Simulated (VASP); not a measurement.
Wanted: the native input for a VASP 6.6.1 run.

```yaml
Task: single point
Functional: PBE
Potentials_or_basis: VASP PAW PBE potentials, release 64 (Ag, I, O)
Cutoff: 520 eV
k_mesh: 4 × 4 × 4
Occupations: gaussian, width 0.1 eV
Spin: no spin polarisation
Dipole_correction: no
Further_INCAR_settings: ALGO = Normal; EDIFF = 1e-07; NBANDS = 31
```

The structure of Ag3IO lies in POSCAR:

```
Ag3IO
1.0
    5.2847895100      0.0000000000      0.0000000000
    0.0000000000      5.2847895100      0.0000000000
    0.0000000000      0.0000000000      5.2847895100
Ag I O
3 1 1
Direct
    0.5000000000      0.0000000000      0.0000000000
    0.0000000000      0.5000000000      0.0000000000
    0.0000000000      0.0000000000      0.5000000000
    0.0000000000      0.0000000000      0.0000000000
    0.5000000000      0.5000000000      0.5000000000
```

The input as run:

INCAR

```
PREC = Accurate ; ENCUT = 520
EDIFF = 1E-7 ; ISMEAR = 0
SIGMA = 0.1 ; LREAL = False
LASPH = True ; NELM = 60
ALGO = Normal ; ISIF = 2
LWAVE = False ; LCHARG = True
GGA = PE ; LELF = True
LVHAR = True ; NBANDS = 31
```

KPOINTS

```
regular mesh
0
Gamma
  4 4 4
```

Potentials or basis: VASP PAW PBE potentials, release 64 (Ag, I, O).

The run is started by

```sh
$ cat potpaw_PBE.64/Ag/POTCAR potpaw_PBE.64/I/POTCAR potpaw_PBE.64/O/POTCAR > POTCAR
$ mpirun -np 1 vasp_std > vasp.out
```

Results of the run:

```
Pressure               : 1.0 GPa
Band gap on the k mesh : zero (bands 23 and 24 overlap by 0.13 eV)
```

Caveat: spin-orbit coupling is left out, which moves the levels of the heavy elements.

Run time: 85 s on 1 thread of Intel(R) Xeon(R) Platinum 8488C (Sapphire Rapids), on a shared host, peak memory 0.26 GiB.
